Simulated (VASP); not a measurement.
NaH, 4 atoms in the cell. Symmetry: P6_3/mmc, No. 194, hexagonal system. The conventional cell has a = 3.953 Å, b = 3.953 Å, c = 4.828 Å, α = 90.00°, β = 90.00°, γ = 120.00°. Within 3.0 Å of Na (site symmetry -6m2) lie 5 H at 2.28 to 2.41 Å. H (site symmetry -6m2) has 5 Na at 2.28 to 2.41 Å within 3.0 Å. 

```yaml
Program: VASP 6.6.1
Task: single point
Functional: PBE
Potentials_or_basis: VASP PAW PBE potentials, release 64 (Na_pv, H)
Cutoff: 520 eV
k_mesh: 6 × 6 × 4
Occupations: gaussian, width 0.01 eV
Spin: no spin polarisation
Dipole_correction: no
Further_INCAR_settings: ALGO = Normal; EDIFF = 1e-07; NBANDS = 16
```

Potentials or basis: VASP PAW PBE potentials, release 64 (Na_pv, H).

Launch:

```bash
$ cat potpaw_PBE.64/Na_pv/POTCAR potpaw_PBE.64/H/POTCAR > POTCAR
$ mpirun -np 1 vasp_std > vasp.out
```

Hardware: 1 thread of Intel(R) Xeon(R) Platinum 8488C (Sapphire Rapids) (shared host).

Estimate the wall time of this run.

Run time: 18 s on 1 thread of Intel(R) Xeon(R) Platinum 8488C (Sapphire Rapids), on a shared host, peak memory 0.17 GiB. Counts: scf iterations 14, k points 21.
